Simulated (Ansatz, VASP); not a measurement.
# Two plane-wave programs on CaO

The input POSCAR:

```
CaO
1.0
    0.0000000000      2.3428859718      2.3428859718
    2.3428859718      0.0000000000      2.3428859718
    2.3428859718      2.3428859718      0.0000000000
Ca O
1 1
Direct
    0.0000000000      0.0000000000      0.0000000000
    0.5000000000      0.5000000000      0.5000000000
```

The input INCAR.step1:

```
SYSTEM = CaO
PREC     = Accurate       ! precision mode
ENCUT    = 520            ! plane-wave cutoff, eV
ISMEAR   = 0              ! smearing method
SIGMA    = 0.01           ! smearing width, eV
LREAL    = .False.        ! projectors in reciprocal space
LASPH    = .True.         ! aspherical terms in the spheres
NELM     = 80             ! most SCF steps
NBANDS   = 15             ! bands
GGA      = PE             ! functional
ALGO     = Normal         ! electronic algorithm
EDIFF    = 1E-4           ! SCF threshold, eV
LWAVE    = .True.         ! write WAVECAR
LCHARG   = .False.        ! write CHGCAR
```

The input INCAR.step2:

```
SYSTEM = CaO
PREC     = Accurate       ! precision mode
ENCUT    = 520            ! plane-wave cutoff, eV
EDIFF    = 1E-7           ! SCF threshold, eV
ISMEAR   = 0              ! smearing method
SIGMA    = 0.01           ! smearing width, eV
LREAL    = .False.        ! projectors in reciprocal space
LASPH    = .True.         ! aspherical terms in the spheres
NELM     = 80             ! most SCF steps
ALGO     = Normal         ! electronic algorithm
ISIF     = 2              ! what is computed and relaxed
LWAVE    = .False.        ! write WAVECAR
LCHARG   = .True.         ! write CHGCAR
METAGGA  = R2SCAN         ! meta-GGA
LMIXTAU  = .True.       
LELF     = .True.         ! ELF
LVHAR    = .True.       
NBANDS   = 15             ! bands
ISTART   = 1
```

Contents of KPOINTS:

```
Automatic mesh
0
Gamma
  10 10 10
  0 0 0
```

Input for Ansatz:

```yaml
crystal:
  lattice:
    - [0.0, 2.3428859718, 2.3428859718]
    - [2.3428859718, 0.0, 2.3428859718]
    - [2.3428859718, 2.3428859718, 0.0]
  atoms:
    - { symbol: Ca, position: [0.0, 0.0, 0.0] }
    - { symbol: O, position: [0.5, 0.5, 0.5] }
kpoints:
  mp_grid: { grid: [10, 10, 10] }
  band_path:
    path:
      - [0.0, 0.0, 0.0]
      - [0.5, 0.0, 0.5]
      - [0.625, 0.25, 0.625]
      - [0.375, 0.375, 0.75]
      - [0.5, 0.5, 0.5]
      - [0.5, 0.25, 0.75]
    npoints: 1
hamiltonian:
  xc: r2scan
scf:
  occupations: { method: fixed }
  n_extra_bands: 4
output:
  forces: true
  stress: true
  eigenvalues: true
```

Change from the starting cell: hydrostatic strain -2.3%.

Alike in both runs: task single point; functional r2SCAN; k mesh 10 × 10 × 10; no spin polarisation.

|  | VASP | Ansatz |
| --- | --- | --- |
| version | VASP 6.6.1 | Ansatz 0.2.0 |
| potentials or method | VASP PAW PBE potentials, release 64 (Ca_sv, O) | plane waves, PAW |
| plane-wave cutoff (eV) | 520 | 500 |
| occupations | gaussian, width 0.01 eV | fixed |
| valence electrons in the cell | 16 | 16 |

```tsv
	VASP	Ansatz	Ansatz less VASP
gap on the k mesh at the Fermi level (eV)	4.15	4.17	+0.017
pressure (GPa)	10.8	9.4	-1.44
```

VASP's potentials were made for PBE, not for r2SCAN.
